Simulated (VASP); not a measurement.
Nb, 1 atom in the cell. Symmetry: Im-3m, No. 229, cubic system. The conventional cell has a = 3.244 Å, b = 3.244 Å, c = 3.244 Å, α = 90.00°, β = 90.00°, γ = 90.00°. Within 3.7 Å of Nb (site symmetry m-3m) lie 14 Nb at 2.81 to 3.24 Å. 

- Program: VASP 6.6.1
- Task: single point
- Functional: PBE
- Dispersion: D3(BJ)
- Potentials or basis: VASP PAW PBE potentials, release 64 (Nb_sv)
- Cutoff: 520 eV
- k mesh: 18 × 18 × 18
- Occupations: gaussian, width 0.1 eV
- Spin: no spin polarisation
- Dipole correction: no
- Further INCAR settings: ALGO = Fast; EDIFF = 1e-06; NBANDS = 12

Potentials or basis: VASP PAW PBE potentials, release 64 (Nb_sv).

Run with:

```console
$ cat potpaw_PBE.64/Nb_sv/POTCAR > POTCAR
$ mpirun -np 1 vasp_std > vasp.out
```

Hardware: 1 thread of Intel Xeon 8259CL (shared host).

**Question.** How long does it take, and how much memory?

**Answer.** Run time: 97 s on 1 thread of Intel Xeon 8259CL, on a shared host, peak memory 0.18 GiB. Counts: scf iterations 21, k points 195.
